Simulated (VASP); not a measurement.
# BiPdC4 (F-43m) in VASP: single point with PBE

Aim: the single point of BiPdC4 with PBE.

Program: VASP 6.6.1. These are calculated values, not measurements. Logs are shortened: lines on timing, memory, paths and dates and some standing lists are left out, and cuts for length are marked.

## Step 1: The cell of the first run

It takes space group F-43m (No. 216, cubic). Conventional cell: a = 6.734 Å, b = 6.734 Å, c = 6.734 Å, α = 90.00°, β = 90.00°, γ = 90.00°. Within 3.8 Å of Bi (site symmetry -43m) lie 12 C at 2.91 Å and 4 Pd at 2.92 Å. Within 3.6 Å of Pd (site symmetry -43m) lie 12 C at 2.75 Å and 4 Bi at 2.92 Å. Within 2.1 Å of C (site symmetry 3m) lie 3 C at 1.60 Å.

## Step 2: Single point, PBE

INCAR reads:

```
PREC     = Accurate       # precision mode
ENCUT    = 520            # plane-wave cutoff, eV
EDIFF    = 1E-7           # SCF threshold, eV
ISMEAR   = 0              # smearing method
SIGMA    = 0.1            # smearing width, eV
LREAL    = False          # projectors in reciprocal space
LASPH    = True           # aspherical terms in the spheres
NELM     = 100            # most SCF steps
ALGO     = Normal         # electronic algorithm
ISIF     = 2              # what is computed and relaxed
LWAVE    = False          # write WAVECAR
LCHARG   = False          # write CHGCAR
GGA      = PE             # functional
NBANDS   = 30             # bands
```

KPOINTS reads:

```
Automatic mesh
0
Gamma
  10 10 10
```

POSCAR reads:

```
BiPdC4
1.0
    0.0000000000      3.3670178725      3.3670178725
    3.3670178725      0.0000000000      3.3670178725
    3.3670178725      3.3670178725      0.0000000000
Bi Pd C
1 1 4
Direct
    0.0000000000      0.0000000000      0.0000000000
    0.7500000000      0.7500000000      0.7500000000
    0.4159174501      0.7522476498      0.4159174501
    0.4159174501      0.4159174501      0.7522476498
    0.4159174501      0.4159174501      0.4159174501
    0.7522476498      0.4159174501      0.4159174501
```

Potentials or basis: VASP PAW PBE potentials, release 64 (Bi_d, Pd, C).

Launch:

```sh
> cat potpaw_PBE.64/Bi_d/POTCAR potpaw_PBE.64/Pd/POTCAR potpaw_PBE.64/C/POTCAR > POTCAR
> mpirun -np 1 vasp_std > vasp.out
```

OUTCAR:

```text
PREC = Accurate
   ENCUT = 520
   EDIFF = 1E-7
   ISMEAR = 0
   LREAL = False
   LASPH = True
   NELM = 100
   ISIF = 2
   GGA = PE

 ion  position               nearest neighbor table
   1  0.000  0.000  0.000-   3 2.91   6 2.91   4 2.91   6 2.91   3 2.91   4 2.91   5 2.91   5 2.91
                             5 2.91   3 2.91   4 2.91   6 2.91   2 2.92   2 2.92   2 2.92   2 2.92
   2  0.750  0.750  0.750-   3 2.75   4 2.75   6 2.75   5 2.75   5 2.75   5 2.75   3 2.75   3 2.75
                             6 2.75   4 2.75   4 2.75   6 2.75   1 2.92   1 2.92   1 2.92   1 2.92
   3  0.416  0.752  0.416-   4 1.60   5 1.60   6 1.60   2 2.75   2 2.75   2 2.75   1 2.91   1 2.91
                             1 2.91
   4  0.416  0.416  0.752-   3 1.60   5 1.60   6 1.60   2 2.75   2 2.75   2 2.75   1 2.91   1 2.91
                             1 2.91
   5  0.416  0.416  0.416-   3 1.60   4 1.60   6 1.60   2 2.75   2 2.75   2 2.75   1 2.91   1 2.91
                             1 2.91
   6  0.752  0.416  0.416-   3 1.60   4 1.60   5 1.60   2 2.75   2 2.75   2 2.75   1 2.91   1 2.91
                             1 2.91

  LATTYP: Found a face centered cubic cell.
 ALAT       =     6.7340357450

  Lattice vectors:

 A1 = (   0.0000000000,   3.3670178725,   3.3670178725)
 A2 = (   3.3670178725,   0.0000000000,   3.3670178725)
 A3 = (   3.3670178725,   3.3670178725,   0.0000000000)

Analysis of symmetry for initial positions (statically):
=====================================================================
 Subroutine PRICEL returns:
 Original cell was already a primitive cell.

 Routine SETGRP: Setting up the symmetry group for a
 face centered cubic supercell.

 Subroutine GETGRP returns: Found 24 space group operations
 (whereof 24 operations were pure point group operations)
 out of a pool of 48 trial point group operations.

The static configuration has the point symmetry T_d .

Analysis of symmetry for dynamics (positions and initial velocities):
=====================================================================
 Subroutine PRICEL returns:
 Original cell was already a primitive cell.

 Routine SETGRP: Setting up the symmetry group for a
 face centered cubic supercell.

 Subroutine GETGRP returns: Found 24 space group operations
 (whereof 24 operations were pure point group operations)
 out of a pool of 48 trial point group operations.

The dynamic configuration has the point symmetry T_d .

 Subroutine INISYM returns: Found 24 space group operations
 (whereof 24 operations are pure point group operations),
 and found     1 'primitive' translations

----------------------------------------------------------------------------------------

                                     Primitive cell

  volume of cell :      76.3425

  direct lattice vectors                    reciprocal lattice vectors
     0.000000000  3.367017872  3.367017872    -0.148499360  0.148499360  0.148499360
     3.367017872  0.000000000  3.367017872     0.148499360 -0.148499360  0.148499360
     3.367017872  3.367017872  0.000000000     0.148499360  0.148499360 -0.148499360

  length of vectors
     4.761682340  4.761682340  4.761682340     0.257208437  0.257208437  0.257208437

  position of ions in fractional coordinates (direct lattice)
     0.000000000  0.000000000  0.000000000
     0.750000000  0.750000000  0.750000000
     0.415917450  0.752247650  0.415917450
     0.415917450  0.415917450  0.752247650
     0.415917450  0.415917450  0.415917450
     0.752247650  0.415917450  0.415917450

  ion indices of the primitive-cell ions
   primitive index   ion index
                 1           1
                 2           2
                 3           3
                 4           4
                 5           5
                 6           6

----------------------------------------------------------------------------------------

 KPOINTS: Automatic mesh

Automatic generation of k-mesh.
 Grid dimensions read from file:
 generate k-points for:   10   10   10

 Generating k-lattice:

  Cartesian coordinates                     Fractional coordinates (reciprocal lattice)
    -0.014849936  0.014849936  0.014849936     0.100000000  0.000000000  0.000000000
     0.014849936 -0.014849936  0.014849936     0.000000000  0.100000000  0.000000000
     0.014849936  0.014849936 -0.014849936     0.000000000  0.000000000  0.100000000

  Length of vectors
     0.025720844  0.025720844  0.025720844

  Shift w.r.t. Gamma in fractional coordinates (k-lattice)
     0.000000000  0.000000000  0.000000000

 Subroutine IBZKPT returns following result:
 ===========================================

 Found     47 irreducible k-points:

 Following reciprocal coordinates:
            Coordinates               Weight
  0.000000  0.000000  0.000000      1.000000
  0.100000  0.000000  0.000000      8.000000
  0.200000  0.000000  0.000000      8.000000
  0.300000  0.000000  0.000000      8.000000
  0.400000  0.000000  0.000000      8.000000
  0.500000  0.000000  0.000000      4.000000
[... 16 lines left out ...]
  0.300000  0.300000  0.000000      6.000000
  0.400000  0.300000  0.000000     24.000000
 [... further k-points ...]
   k-points           NKPTS =     47   k-points in BZ     NKDIM =     47   number of bands    NBANDS=     30
   number of dos      NEDOS =    301   number of ions     NIONS =      6
   total plane-waves  NPLWV =  46656
   dimension x,y,z NGX =    36 NGY =   36 NGZ =   36
   dimension x,y,z NGXF=    72 NGYF=   72 NGZF=   72
   ions per type =               1   1   4
   NGX,Y,Z   is equivalent  to a cutoff of  12.57, 12.57, 12.57 a.u.
   NGXF,Y,Z  is equivalent  to a cutoff of  25.14, 25.14, 25.14 a.u.
 SYSTEM =  unknown system
   PREC   = accura    normal or accurate (medium, high low for compatibility)
   ISTART =      0    job   : 0-new  1-cont  2-samecut
   ICHARG =      2    charge: 1-file 2-atom 10-const
   ISPIN  =      1    spin polarized calculation?
   LNONCOLLINEAR =      F non collinear calculations
   LSORBIT =      F    spin-orbit coupling
   LASPH  =      T    aspherical Exc in radial PAW
   ENCUT  =  520.0 eV  38.22 Ry    6.18 a.u.   8.85  8.85  8.85*2*pi/ulx,y,z
   NELM   =    100;   NELMIN=  2; NELMDL= -5     # of ELM steps
   EDIFF  = 0.1E-06   stopping-criterion for ELM
   LREAL  =      F    real-space projection
   EDIFFG = 0.1E-05   stopping-criterion for IOM
   NSW    =      0    number of steps for IOM
   IBRION =     -1    ionic relax: 0-MD 1-quasi-New 2-CG
   NFREE  =      0    steps in history (QN), initial steepest desc. (CG)
   ISIF   =      2    stress and relaxation
   ISYM   =      2    0-nonsym 1-usesym 2-fastsym
   POTIM  = 0.5000    time-step for ionic-motion
   TEBEG  =    0.0;   TEEND  =   0.0 temperature during run
   PSTRESS=    0.0 pullay stress
   NELECT =      41.0000    total number of electrons
   NUPDOWN=      -1.0000    fix difference up-down
   EMIN   =  10.00;   EMAX   =-10.00  energy-range for DOS
   EFERMI =   0.00;   METHOD = LEGACY
   ISMEAR =     0;   SIGMA  =   0.10  broadening in eV -4-tet -1-fermi 0-gaus
   EFERMI_NEDOS =   21; number of points for ismear=-14 and -15
   IALGO  =     38    algorithm
   IMIX   =      4    mixing-type and parameters
     AMIX     =   0.40;   BMIX     =  1.00
     AMIX_MAG =   1.60;   BMIX_MAG =  1.00
  volume/ion in A,a.u.               =      12.72        85.86
  Fermi-wavevector in a.u.,A,eV,Ry     =   1.330702  2.514661 24.092746  1.770767
  Thomas-Fermi vector in A             =   2.459769
   LORBIT       =      0    0 simple, 1 ext, 2 COOP (PROOUT), +10 PAW based schemes
   GGA     = PE    functional components
   LHFCALC =     F    Hartree Fock is set to
   AEXX    =    0.0000 exact exchange contribution
   IVDW    =     0    specifies the selected vdW correction
   LEPSILON=     F    determine dielectric tensor
   LRPA    =     F    only Hartree local field effects (RPA)
 non-spin polarized calculation
 Gauss-broadening in eV      SIGMA  =   0.10
  energy-cutoff  :      520.00
  volume of cell :       76.34
 maximum number of plane-waves:      2085
   NGX = 17   NGY = 17   NGZ = 17

 number of electron      41.0000000 magnetization

 Free energy of the ion-electron system (eV)
  ---------------------------------------------------
  ext. energy  EPLUGINS =         0.00000000
  ---------------------------------------------------
  free energy    TOTEN  =       -32.82801914 eV

  energy without entropy =      -32.77600771  energy(sigma->0) =      -32.80201343

 E-fermi :   6.7104     XC(G=0): -11.4684

 val. band max:        6.7055928148   @ k =  -0.2000   0.3000   0.1000
 cond. band min:       6.7162231447   @ k =  -0.4000   0.3000   0.1000
 fundamental gap:      0.0106303298
 Fermi energy:         6.7104479327

 k-point     1 :       0.0000    0.0000    0.0000
  band No.  band energies     occupation
      1     -16.2099      2.00000
      2     -16.2099      2.00000
      3     -16.2099      2.00000
      4     -16.1957      2.00000
      5     -16.1957      2.00000
      6     -12.2871      2.00000
[... 22 lines left out ...]
     29      14.7351      0.00000
     30      14.7351      0.00000

 k-point     2 :       0.1000    0.0000    0.0000
  band No.  band energies     occupation
      1     -16.2099      2.00000
      2     -16.2096      2.00000
      3     -16.2096      2.00000
      4     -16.1958      2.00000
      5     -16.1958      2.00000
      6     -12.2748      2.00000
[... 22 lines left out ...]
     29      14.6166      0.00000
     30      15.0848      0.00000

 k-point     3 :       0.2000    0.0000    0.0000
  band No.  band energies     occupation
      1     -16.2100      2.00000
      2     -16.2089      2.00000
      3     -16.2089      2.00000
      4     -16.1960      2.00000
      5     -16.1960      2.00000
      6     -12.2426      2.00000
[... 682 lines left out ...]
     29      15.1876      0.00000
     30      16.0796      0.00000

 k-point    24 :       0.4000    0.3000    0.0000
  band No.  band energies     occupation
      1     -16.2129      2.00000
      2     -16.2061      2.00000
      3     -16.2053      2.00000
      4     -16.2049      2.00000
      5     -16.1927      2.00000
      6     -12.1417      2.00000
[... 22 lines left out ...]
     29      15.6737      0.00000
     30      16.3469      0.00000

 [... further k-points ...]

------------------------ aborting loop because EDIFF is reached ----------------------------------------

  FORCE on cell =-STRESS in cart. coord.  units (eV):
  Direction    XX          YY          ZZ          XY          YZ          ZX
  --------------------------------------------------------------------------------------
  -------------------------------------------------------------------------------------
  Total        0.1087459      0.1087459      0.1087459     -0.0000000     -0.0000000      0.0000000
  in kB        2.2822188      2.2822188      2.2822188     -0.0000000     -0.0000000      0.0000000
  external PRESSURE =       2.2822188 kB  Pullay stress =       0.0000000 kB

 VOLUME and BASIS-vectors are now :
 -----------------------------------------------------------------------------
  energy-cutoff  :      520.00
  volume of cell :       76.34
      direct lattice vectors                 reciprocal lattice vectors
     0.000000000  3.367017872  3.367017872    -0.148499360  0.148499360  0.148499360
     3.367017872  0.000000000  3.367017872     0.148499360 -0.148499360  0.148499360
     3.367017872  3.367017872  0.000000000     0.148499360  0.148499360 -0.148499360

 POSITION                                       TOTAL-FORCE (eV/Angst)
 -----------------------------------------------------------------------------------
      0.00000      0.00000      0.00000         0.000000      0.000000      0.000000
      5.05053      5.05053      5.05053         0.000000      0.000000      0.000000
      3.93323      2.80080      3.93323         0.057000     -0.057000      0.057000
      3.93323      3.93323      2.80080         0.057000      0.057000     -0.057000
      2.80080      2.80080      2.80080        -0.057000     -0.057000     -0.057000
      2.80080      3.93323      3.93323        -0.057000      0.057000      0.057000
 -----------------------------------------------------------------------------------
    total drift:                               -0.000000     -0.000000     -0.000000

  FREE ENERGIE OF THE ION-ELECTRON SYSTEM (eV)
  ---------------------------------------------------
  free  energy   TOTEN  =       -32.8280191423 eV

  energy  without entropy=      -32.7760077108  energy(sigma->0) =      -32.80201343
```

Wall time 1.7 min (1 thread of Intel Xeon Platinum 8259CL at 2.50GHz (Skylake/Cascade Lake), shared host); peak memory 0.27 GiB.

What came out:

- Free energy: -32.8280 eV
- Pressure: 0.2 GPa
- Largest force: 0.099 eV/Å
- Band gap on the k mesh: zero (an odd number of electrons rules out a gap without spin polarisation)

Forces on the atoms (eV/Å):
```
Bi   0.000  0.000  0.000
Pd   0.000  0.000  0.000
C    0.057 -0.057  0.057
C    0.057  0.057 -0.057
C   -0.057 -0.057 -0.057
C   -0.057  0.057  0.057
```

Caveat: spin-orbit coupling is left out, which moves the levels of the heavy elements.
